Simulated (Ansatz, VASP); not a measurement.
Two plane-wave programs on BN

File INCAR:

```
SYSTEM = BN
PREC = Accurate ; ENCUT = 600
EDIFF = 1E-6 ; ISMEAR = 0
SIGMA = 0.01 ; LREAL = .FALSE.
LASPH = .TRUE. ; NELM = 120
ALGO = Normal ; ISIF = 2
LWAVE = .FALSE. ; LCHARG = .FALSE.
GGA = PE ; NBANDS = 11
GGA_COMPAT = .FALSE.
```

Contents of KPOINTS:

```
Automatic mesh
0
G
  10 10 10
  0 0 0
```

Contents of POSCAR:

```
BN
1.0
    0.0000000000      1.8123498003      1.8123498003
    1.8123498003      0.0000000000      1.8123498003
    1.8123498003      1.8123498003      0.0000000000
B N
1 1
Direct
    0.0000000000      0.0000000000      0.0000000000
    0.2500000000      0.2500000000      0.2500000000
```

Input for Ansatz:

```yaml
crystal:
  lattice:
    - [0.0, 1.8123498003, 1.8123498003]
    - [1.8123498003, 0.0, 1.8123498003]
    - [1.8123498003, 1.8123498003, 0.0]
  atoms:
    - { symbol: B, position: [0.0, 0.0, 0.0] }
    - { symbol: "N", position: [0.25, 0.25, 0.25] }
kpoints:
  mp_grid: { grid: [10, 10, 10] }
hamiltonian:
  xc: pbe
scf:
  occupations: { method: fixed }
  n_extra_bands: 4
output:
  forces: true
  stress: true
  eigenvalues: true
```

Alike in both runs: task single point; functional PBE; k mesh 10 × 10 × 10; no spin polarisation.

|  | VASP | Ansatz |
| --- | --- | --- |
| version | VASP 6.6.1 | Ansatz 0.2.0 |
| potentials or method | VASP PAW PBE potentials, release 64 (B, N) | plane waves, PAW |
| plane-wave cutoff (eV) | 600 | 420 |
| occupations | gaussian, width 0.01 eV | fixed |
| valence electrons in the cell | 8 | 8 |

VASP gave:

| Quantity | Value |
| --- | --- |
| gap on the k mesh at the Fermi level (eV) | 4.45 |
| pressure (GPa) | 0.0 |

**Question.** What did Ansatz give for the same quantities?

**Answer.** gap on the k mesh at the Fermi level (eV): 4.46; pressure (GPa): 0.0.
